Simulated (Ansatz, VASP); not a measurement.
Ge in VASP and in Ansatz

```
Ge
1.0
    14.00000    0.00000    0.00000
     0.00000   14.40000    0.00000
     0.00000    0.00000   14.80000
Ge
1
Direct
  0.50000 0.50000 0.50000
```

Alike in both runs: task single point; functional PBE; k mesh 1 × 1 × 1; occupations fermi-dirac, width 0.01 eV; collinear spin.

```csv
,VASP,Ansatz
version,VASP 6.6.1,Ansatz 0.2.0
potentials or method,"VASP PAW PBE potentials, release 64 (Ge_d), cutoff 520 eV","plane waves (420 eV) with PAW, scalar-relativistic"
valence electrons in the cell,14,14
```

Ansatz gave:

```
net moment per atom (μB)                                      : 2.00
size of the moment on the site where the two differ most (μB) : 2.00
```

Question: Estimate VASP's values.

Answer: net moment per atom (μB): 2.00; size of the moment on the site where the two differ most (μB): 0.76.

Site moments also hang on the region over which each program counts them. Ansatz's warnings: open shared shell at semilocal close.
